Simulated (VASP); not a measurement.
# GaSb (F-43m) in VASP: density of states with PBEsol

Aim: the density of states of GaSb with PBEsol.

Program: VASP 6.6.1. These are calculated values, not measurements. Logs are shortened: lines on timing, memory, paths and dates and some standing lists are left out, and cuts for length are marked.

**1. The cell of the first run**

It takes space group F-43m (No. 216, cubic). The conventional cell has a = 6.214 Å, b = 6.214 Å, c = 6.214 Å, α = 90.00°, β = 90.00°, γ = 90.00°. Within 3.5 Å of Ga (site symmetry -43m) lie 4 Sb at 2.69 Å. Sb (site symmetry -43m) has 4 Ga at 2.69 Å within 3.5 Å.

**2. Density of states, PBEsol**

The input, POSCAR:

```
GaSb
1.0
    0.0000000000      3.1069206344      3.1069206344
    3.1069206344      0.0000000000      3.1069206344
    3.1069206344      3.1069206344      0.0000000000
Ga Sb
1 1
Direct
    0.0000000000      0.0000000000      0.0000000000
    0.2500000000      0.2500000000      0.2500000000
```

The input, INCAR.step1:

```
SYSTEM = GaSb
PREC = Accurate ; ENCUT = 520
EDIFF = 1E-6 ; ISMEAR = 0
SIGMA = 0.1 ; LREAL = .FALSE.
LASPH = .TRUE. ; NELM = 100
ALGO = Normal ; ISIF = 2
LWAVE = .FALSE. ; LCHARG = .TRUE.
GGA = PS ; NBANDS = 16
```

The input, KPOINTS.step1:

```
Automatic mesh
0
G
  12 12 12
  0 0 0
```

The input, INCAR.step2:

```
SYSTEM = GaSb
PREC = Accurate ; ENCUT = 520
EDIFF = 1E-6 ; ISMEAR = -5
SIGMA = 0.1 ; LREAL = .FALSE.
LASPH = .TRUE. ; NELM = 100
ALGO = Normal ; ISIF = 2
LWAVE = .FALSE. ; LCHARG = .FALSE.
GGA = PS ; LORBIT = 10
NBANDS = 16 ; NEDOS = 2001
ICHARG = 11
```

The input, KPOINTS.step2:

```
Automatic mesh
0
G
  18 18 18
  0 0 0
```

Potentials or basis: VASP PAW PBE potentials, release 64 (Ga_d, Sb).

On the command line:

```sh
> cat potpaw_PBE.64/Ga_d/POTCAR potpaw_PBE.64/Sb/POTCAR > POTCAR
> cp INCAR.step1 INCAR
> cp KPOINTS.step1 KPOINTS
> mpirun -np 1 vasp_std > vasp.out
> cp INCAR.step2 INCAR
> cp KPOINTS.step2 KPOINTS
> mpirun -np 1 vasp_std > vasp.out
```

OUTCAR:

```text
SYSTEM = GaSb
   PREC = Accurate
   ENCUT = 520
   EDIFF = 1E-6
   ISMEAR = -5
   LREAL = .FALSE.
   LASPH = .TRUE.
   NELM = 100
   ISIF = 2
   GGA = PS
   LORBIT = 10
   ICHARG = 11

 ion  position               nearest neighbor table
   1  0.000  0.000  0.000-   2 2.69   2 2.69   2 2.69   2 2.69
   2  0.250  0.250  0.250-   1 2.69   1 2.69   1 2.69   1 2.69

  LATTYP: Found a face centered cubic cell.
 ALAT       =     6.2138412688

  Lattice vectors:

 A1 = (   0.0000000000,   3.1069206344,   3.1069206344)
 A2 = (   3.1069206344,   0.0000000000,   3.1069206344)
 A3 = (   3.1069206344,   3.1069206344,   0.0000000000)

Analysis of symmetry for initial positions (statically):
=====================================================================
 Subroutine PRICEL returns:
 Original cell was already a primitive cell.

 Routine SETGRP: Setting up the symmetry group for a
 face centered cubic supercell.

 Subroutine GETGRP returns: Found 24 space group operations
 (whereof 24 operations were pure point group operations)
 out of a pool of 48 trial point group operations.

The static configuration has the point symmetry T_d .

Analysis of symmetry for dynamics (positions and initial velocities):
=====================================================================
 Subroutine PRICEL returns:
 Original cell was already a primitive cell.

 Routine SETGRP: Setting up the symmetry group for a
 face centered cubic supercell.

 Subroutine GETGRP returns: Found 24 space group operations
 (whereof 24 operations were pure point group operations)
 out of a pool of 48 trial point group operations.

The dynamic configuration has the point symmetry T_d .

 Subroutine INISYM returns: Found 24 space group operations
 (whereof 24 operations are pure point group operations),
 and found     1 'primitive' translations

----------------------------------------------------------------------------------------

                                     Primitive cell

  volume of cell :      59.9819

  direct lattice vectors                    reciprocal lattice vectors
     0.000000000  3.106920634  3.106920634    -0.160931050  0.160931050  0.160931050
     3.106920634  0.000000000  3.106920634     0.160931050 -0.160931050  0.160931050
     3.106920634  3.106920634  0.000000000     0.160931050  0.160931050 -0.160931050

  length of vectors
     4.393849298  4.393849298  4.393849298     0.278740755  0.278740755  0.278740755

  position of ions in fractional coordinates (direct lattice)
     0.000000000  0.000000000  0.000000000
     0.250000000  0.250000000  0.250000000

  ion indices of the primitive-cell ions
   primitive index   ion index
                 1           1
                 2           2

----------------------------------------------------------------------------------------

 KPOINTS: Automatic mesh

Automatic generation of k-mesh.
 Grid dimensions read from file:
 generate k-points for:   18   18   18

 Generating k-lattice:

  Cartesian coordinates                     Fractional coordinates (reciprocal lattice)
    -0.008940614  0.008940614  0.008940614     0.055555556  0.000000000  0.000000000
     0.008940614 -0.008940614  0.008940614     0.000000000  0.055555556  0.000000000
     0.008940614  0.008940614 -0.008940614     0.000000000  0.000000000  0.055555556

  Length of vectors
     0.015485598  0.015485598  0.015485598

  Shift w.r.t. Gamma in fractional coordinates (k-lattice)
     0.000000000  0.000000000  0.000000000

 TETIRR: Found    806 inequivalent tetrahedra from    34992

 Subroutine IBZKPT returns following result:
 ===========================================

 Found    195 irreducible k-points:

 Following reciprocal coordinates:
            Coordinates               Weight
  0.000000  0.000000  0.000000      1.000000
  0.055556  0.000000  0.000000      8.000000
  0.111111  0.000000  0.000000      8.000000
  0.166667  0.000000  0.000000      8.000000
  0.222222  0.000000  0.000000      8.000000
  0.277778  0.000000  0.000000      8.000000
[... 16 lines left out ...]
 -0.277778  0.055556  0.000000     24.000000
 -0.222222  0.055556  0.000000     24.000000
 [... further k-points ...]
   k-points           NKPTS =    195   k-points in BZ     NKDIM =    195   number of bands    NBANDS=     16
   number of dos      NEDOS =   2001   number of ions     NIONS =      2
   total plane-waves  NPLWV =  46656
   dimension x,y,z NGX =    36 NGY =   36 NGZ =   36
   dimension x,y,z NGXF=    72 NGYF=   72 NGZF=   72
   ions per type =               1   1
   NGX,Y,Z   is equivalent  to a cutoff of  13.62, 13.62, 13.62 a.u.
   NGXF,Y,Z  is equivalent  to a cutoff of  27.24, 27.24, 27.24 a.u.
 SYSTEM =  GaSb
   PREC   = accura    normal or accurate (medium, high low for compatibility)
   ISTART =      0    job   : 0-new  1-cont  2-samecut
   ICHARG =     11    charge: 1-file 2-atom 10-const
   ISPIN  =      1    spin polarized calculation?
   LNONCOLLINEAR =      F non collinear calculations
   LSORBIT =      F    spin-orbit coupling
   LASPH  =      T    aspherical Exc in radial PAW
   ENCUT  =  520.0 eV  38.22 Ry    6.18 a.u.   8.17  8.17  8.17*2*pi/ulx,y,z
   NELM   =    100;   NELMIN=  2; NELMDL=  0     # of ELM steps
   EDIFF  = 0.1E-05   stopping-criterion for ELM
   LREAL  =      F    real-space projection
   EDIFFG = 0.1E-04   stopping-criterion for IOM
   NSW    =      0    number of steps for IOM
   IBRION =     -1    ionic relax: 0-MD 1-quasi-New 2-CG
   NFREE  =      0    steps in history (QN), initial steepest desc. (CG)
   ISIF   =      2    stress and relaxation
   ISYM   =      2    0-nonsym 1-usesym 2-fastsym
   POTIM  = 0.5000    time-step for ionic-motion
   TEBEG  =    0.0;   TEEND  =   0.0 temperature during run
   PSTRESS=    0.0 pullay stress
   NELECT =      18.0000    total number of electrons
   NUPDOWN=      -1.0000    fix difference up-down
   EMIN   =  10.00;   EMAX   =-10.00  energy-range for DOS
   EFERMI =   0.00;   METHOD = LEGACY
   ISMEAR =    -5;   SIGMA  =   0.10  broadening in eV -4-tet -1-fermi 0-gaus
   EFERMI_NEDOS =   21; number of points for ismear=-14 and -15
   IALGO  =     38    algorithm
   IMIX   =      4    mixing-type and parameters
     AMIX     =   0.40;   BMIX     =  1.00
     AMIX_MAG =   1.60;   BMIX_MAG =  1.00
  volume/ion in A,a.u.               =      29.99       202.39
  Fermi-wavevector in a.u.,A,eV,Ry     =   1.096038  2.071211 16.344661  1.201299
  Thomas-Fermi vector in A             =   2.232372
   LORBIT       =     10    0 simple, 1 ext, 2 COOP (PROOUT), +10 PAW based schemes
   GGA     = PS    functional components
   LHFCALC =     F    Hartree Fock is set to
   AEXX    =    0.0000 exact exchange contribution
   IVDW    =     0    specifies the selected vdW correction
   LEPSILON=     F    determine dielectric tensor
   LRPA    =     F    only Hartree local field effects (RPA)
 non-spin polarized calculation
 Fermi weights with tetrahedron method with Bloechl corrections
  energy-cutoff  :      520.00
  volume of cell :       59.98
 maximum number of plane-waves:      1639
 NGX is ok and might be reduce to    36

 number of electron      17.9999991 magnetization

 Free energy of the ion-electron system (eV)
  ---------------------------------------------------
  ext. energy  EPLUGINS =         0.00000000
  ---------------------------------------------------
  free energy    TOTEN  =        -8.13604404 eV

  energy without entropy =       -8.13604404  energy(sigma->0) =       -8.13604404

 E-fermi :   4.2661     XC(G=0):  -9.0658

 val. band max:        4.2660553899   @ k =   0.0000   0.0000   0.0000
 cond. band min:       4.2660553899   @ k =   0.0000   0.0000   0.0000
 fundamental gap:      0.0000000000
 Fermi energy:         4.2661012998

 k-point     1 :       0.0000    0.0000    0.0000
  band No.  band energies     occupation
      1     -10.6444      2.00000
      2     -10.6444      2.00000
      3     -10.6444      2.00000
      4     -10.6000      2.00000
      5     -10.6000      2.00000
      6      -6.9220      2.00000
[... 8 lines left out ...]
     15      12.7751      0.00000
     16      12.7752      0.00000

 k-point     2 :       0.0556    0.0000    0.0000
  band No.  band energies     occupation
      1     -10.6451      2.00000
      2     -10.6441      2.00000
      3     -10.6441      2.00000
      4     -10.6000      2.00000
      5     -10.6000      2.00000
      6      -6.8919      2.00000
[... 8 lines left out ...]
     15      12.4775      0.00000
     16      12.4775      0.00000

 k-point     3 :       0.1111    0.0000    0.0000
  band No.  band energies     occupation
      1     -10.6472      2.00000
      2     -10.6432      2.00000
      3     -10.6432      2.00000
      4     -10.6001      2.00000
      5     -10.6001      2.00000
      6      -6.8023      2.00000
[... 8 lines left out ...]
     15      12.0746      0.00000
     16      12.0746      0.00000

 k-point     4 :       0.1667    0.0000    0.0000
  band No.  band energies     occupation
      1     -10.6503      2.00000
      2     -10.6418      2.00000
      3     -10.6418      2.00000
      4     -10.6002      2.00000
      5     -10.6002      2.00000
      6      -6.6558      2.00000
[... 8 lines left out ...]
     15      11.8010      0.00000
     16      11.8010      0.00000
[... 324 lines left out ...]
 k-point    22 :      -0.3333    0.0556    0.0000
  band No.  band energies     occupation
      1     -10.6635      2.00000
      2     -10.6367      2.00000
      3     -10.6362      2.00000
      4     -10.6005      2.00000
      5     -10.5998      2.00000
      6      -5.8378      2.00000
[... 8 lines left out ...]
     15      12.0213      0.00000
     16      13.1004      0.00000

 k-point    23 :      -0.2778    0.0556    0.0000
  band No.  band energies     occupation
      1     -10.6600      2.00000
      2     -10.6382      2.00000
      3     -10.6374      2.00000
      4     -10.6007      2.00000
      5     -10.5998      2.00000
      6      -6.1054      2.00000
[... 8 lines left out ...]
     15      11.5878      0.00000
     16      12.5881      0.00000

 k-point    24 :      -0.2222    0.0556    0.0000
  band No.  band energies     occupation
      1     -10.6562      2.00000
      2     -10.6398      2.00000
      3     -10.6388      2.00000
      4     -10.6008      2.00000
      5     -10.5999      2.00000
      6      -6.3561      2.00000
[... 8 lines left out ...]
     15      11.3961      0.00000
     16      12.2540      0.00000

 [... further k-points ...]

------------------------ aborting loop because EDIFF is reached ----------------------------------------

  FORCE on cell =-STRESS in cart. coord.  units (eV):
  Direction    XX          YY          ZZ          XY          YZ          ZX
  --------------------------------------------------------------------------------------
  -------------------------------------------------------------------------------------
  Total       -0.8386113     -0.8386113     -0.8386113      0.0000000      0.0000000      0.0000000
  in kB      -22.4001451    -22.4001451    -22.4001451      0.0000000      0.0000000      0.0000000
  external PRESSURE =     -22.4001451 kB  Pullay stress =       0.0000000 kB

 VOLUME and BASIS-vectors are now :
 -----------------------------------------------------------------------------
  energy-cutoff  :      520.00
  volume of cell :       59.98
      direct lattice vectors                 reciprocal lattice vectors
     0.000000000  3.106920634  3.106920634    -0.160931050  0.160931050  0.160931050
     3.106920634  0.000000000  3.106920634     0.160931050 -0.160931050  0.160931050
     3.106920634  3.106920634  0.000000000     0.160931050  0.160931050 -0.160931050

 POSITION                                       TOTAL-FORCE (eV/Angst)
 -----------------------------------------------------------------------------------
      0.00000      0.00000      0.00000        -0.000000     -0.000000      0.000000
      1.55346      1.55346      1.55346         0.000000      0.000000     -0.000000
 -----------------------------------------------------------------------------------
    total drift:                                0.000000      0.000000      0.000000

  FREE ENERGIE OF THE ION-ELECTRON SYSTEM (eV)
  ---------------------------------------------------
  free  energy   TOTEN  =        -8.1360440428 eV

  energy  without entropy=       -8.1360440428  energy(sigma->0) =       -8.13604404

 total charge

# of ion       s       p       d       tot
------------------------------------------
    1        0.914   0.721   9.958  11.593
    2        1.138   1.304   0.025   2.466
--------------------------------------------------
tot          2.052   2.025   9.982  14.059
```

Run time: 3.1 min. Hardware: 1 thread of Intel Xeon Platinum 8488C (Sapphire Rapids), shared host; peak memory 0.34 GiB.

What came out:

- Valence electrons inside the program's atomic spheres: Ga 11.59; Sb 2.47

Levels at points of the mesh, in eV from the Fermi level:
```
           k point  band 7  band 8  band 9  band 10  band 11  band 12
(0.00, 0.00, 0.00)   -0.33    0.00    0.00     0.00     2.77     2.77
(0.50, 0.00, 0.00)   -6.17   -1.08   -1.08     0.26     3.72     3.72
(0.50, 0.50, 0.00)   -6.62   -2.43   -2.43     0.89     1.25     8.36
```

Caveat: the PAW data sets were made with another functional, which shifts forces and pressure a little; spin-orbit coupling is left out, which moves the levels of the heavy elements; tetrahedron occupations give inexact forces and stress in metals.
